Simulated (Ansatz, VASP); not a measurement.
**Two plane-wave programs on HgTe**

File INCAR:

```
  PREC = Accurate
  ENCUT = 520
  EDIFF = 1E-6
  ISMEAR = 0
  SIGMA = 0.15
  LREAL = False
  LASPH = True
  NELM = 100
  ALGO = Normal
  ISIF = 2
  LWAVE = False
  LCHARG = False
  GGA = PE
  NBANDS = 16
```

File KPOINTS:

```
regular mesh
0
Gamma
  14 14 14
```

The input POSCAR:

```
HgTe
1.0
    0.0000000000      3.2718525000      3.3202050000
    3.2718525000      0.0000000000      3.3202050000
    3.2718525000      3.2718525000      0.0000000000
Hg Te
1 1
Direct
    0.0000000000      0.0000000000      0.0000000000
    0.7500000000      0.7500000000      0.7500000000
```

Input for Ansatz:

```yaml
crystal:
  lattice:
    - [0.0, 3.2718525, 3.320205]
    - [3.2718525, 0.0, 3.320205]
    - [3.2718525, 3.2718525, 0.0]
  atoms:
    - { symbol: Hg, position: [0.0, 0.0, 0.0] }
    - { symbol: Te, position: [0.75, 0.75, 0.75] }
basis:
  ecutwfc: 420
kpoints:
  mp_grid: { grid: [14, 14, 14] }
hamiltonian:
  xc: pbe
scf:
  occupations: { method: gaussian, width: 0.15 }
output:
  forces: true
  stress: true
  eigenvalues: true
  write_density: true
  write_potential: true
  elf: true
  volumetric_format: npy
```

Change from the starting cell: strain +0.015 along x and y, +0.030 along z, atoms carried along.

Alike in both runs: task single point; functional PBE; k mesh 14 × 14 × 14; occupations gaussian, width 0.15 eV; no spin polarisation.

|  | VASP | Ansatz |
| --- | --- | --- |
| version | VASP 6.6.1 | Ansatz 0.2.0 |
| potentials or method | VASP PAW PBE potentials, release 64 (Hg, Te), cutoff 520 eV | scalar-relativistic, plane waves, PAW |
| valence electrons in the cell | 18 | 36 |

|  | VASP | Ansatz | Ansatz less VASP |
| --- | --- | --- | --- |
| gap on the k mesh at the Fermi level (eV) | none | none | - |
| pressure (GPa) | 1.3 | 1.3 | -0.05 |
| traceless stress, the component that is largest in VASP (GPa) | -0.14 | -0.14 | 0.000 |

A gap of «none» marks a metal or a gap that the smearing closes. VASP's potentials hold 18 valence electrons a cell and Ansatz's 36, so a difference there can come from the potentials and not from the codes.

Neither program's run includes spin-orbit coupling.
